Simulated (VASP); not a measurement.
Wanted: the native input for a VASP 6.6.1 run.

```yaml
Task: single point
Functional: LDA
Potentials_or_basis: VASP PAW LDA potentials, release 64 (Mg, O)
Cutoff: 600 eV
k_mesh: 9 × 9 × 9
Occupations: fermi-dirac, width 0.05 eV
Spin: no spin polarisation
Dipole_correction: no
Further_INCAR_settings: ALGO = Normal; EDIFF = 1e-06; NBANDS = 11
```

The structure of MgO lies in POSCAR:

```
MgO
1.0
    0.0000000000      2.1285000000      2.1285000000
    2.1285000000      0.0000000000      2.1285000000
    2.1285000000      2.1285000000      0.0000000000
Mg O
1 1
Direct
    0.0000000000      0.0000000000      0.0000000000
    0.5000000000      0.5000000000      0.5000000000
```

The input as run:

INCAR

```
PREC = Accurate ; ENCUT = 600
EDIFF = 1E-6 ; ISMEAR = -1
SIGMA = 0.05 ; LREAL = False
LASPH = True ; NELM = 120
ALGO = Normal ; ISIF = 2
LWAVE = False ; LCHARG = False
NBANDS = 11 ; GGA_COMPAT = False
```

KPOINTS

```
Automatic mesh
0
Gamma
  9 9 9
```

Potentials or basis: VASP PAW LDA potentials, release 64 (Mg, O).

Command:

```bash
$ cat potpaw_LDA.64/Mg/POTCAR potpaw_LDA.64/O/POTCAR > POTCAR
$ mpirun -np 1 vasp_std > vasp.out
```

It gave:

```json
{
  "Pressure": "-12.3 GPa",
  "Band gap on the k mesh": "4.35 eV, direct"
}
```

Run time: 5.9 s on 1 thread of Intel Xeon 6975P-C, on a shared host, peak memory 0.13 GiB.
